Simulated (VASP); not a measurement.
A run of VASP 6.6.1:

INCAR

```
ALGO     = Normal         # electronic algorithm
EDIFF    = 1E-7           # SCF threshold, eV
ENCUT    = 520            # plane-wave cutoff, eV
ISIF     = 2              # what is computed and relaxed
ISMEAR   = -1             # smearing method
LASPH    = T              # aspherical terms in the spheres
LCHARG   = T              # write CHGCAR
LELF     = T              # ELF
LREAL    = F              # projectors in reciprocal space
LVHAR    = T            
LWAVE    = F              # write WAVECAR
NBANDS   = 21             # bands
NELM     = 100            # most SCF steps
PREC     = Accurate       # precision mode
SIGMA    = 0.05           # smearing width, eV
```

The input KPOINTS:

```
k-points
0
Gamma
  11 11 11
```

POSCAR

```
Pb
1.0
    0.0000000000      3.4118954541      3.4118954541
    3.4118954541      0.0000000000      3.4118954541
    3.4118954541      3.4118954541      0.0000000000
Pb
2
Direct
   -0.1250000000     -0.1250000000     -0.1250000000
    0.1250000000      0.1250000000      0.1250000000
```

Potentials or basis: VASP PAW LDA potentials, release 64 (Pb_d).

Run with:

```console
$ cat potpaw_LDA.64/Pb_d/POTCAR > POTCAR
$ mpirun -np 1 vasp_std > vasp.out
```

Hardware: 1 thread of Intel(R) Xeon(R) 6975P-C (Granite Rapids) (shared host).

Task: How long does it take, and how much memory?

Result: It took 29 s on 1 thread of Intel(R) Xeon(R) 6975P-C (Granite Rapids) (shared host), peak memory 0.21 GiB. Counts: scf iterations 12, k points 56.
